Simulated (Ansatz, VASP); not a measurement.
# Al2Ga3P5 in VASP and in Ansatz

```
Al Ga P
1.0
    -1.94702    1.94702   13.76704
     1.94702   -1.94702   13.76704
     1.94702    1.94702  -13.76704
Al Ga P
2 3 5
Direct
  0.70000 0.70000 0.00000
  0.30000 0.30000 0.00000
  0.90001 0.90001 0.00000
  0.50000 0.50000 0.00000
  0.09999 0.09999 0.00000
  0.25000 0.75000 0.50000
  0.84979 0.34979 0.50000
  0.45002 0.95002 0.50000
  0.04998 0.54998 0.50000
  0.65021 0.15021 0.50000
```

Alike in both runs: functional PBE; k mesh 10 × 10 × 10; occupations gaussian, width 0.02 eV; no spin polarisation.

Ansatz relaxed the structure, and its values are those at the end. VASP's run is a single point on that final structure, the one shown.

```csv
,VASP,Ansatz
version,VASP 6.6.1,Ansatz 0.2.0
potentials or method,"VASP PAW PBE potentials, release 64 (Al, Ga_d, P), cutoff 520 eV","scalar-relativistic, plane waves, PAW"
valence electrons in the cell,70,70
```

|  | VASP | Ansatz | Ansatz less VASP |
| --- | --- | --- | --- |
| gap on the k mesh at the Fermi level (eV) | 1.57 | 1.58 | +0.001 |
| least direct gap on the mesh (eV) | 1.57 | 1.58 | +0.001 |
| pressure (GPa) | 0.0 | 0.0 | +0.05 |

With one functional, cell and mesh, what is left measures potentials, basis and numerics.
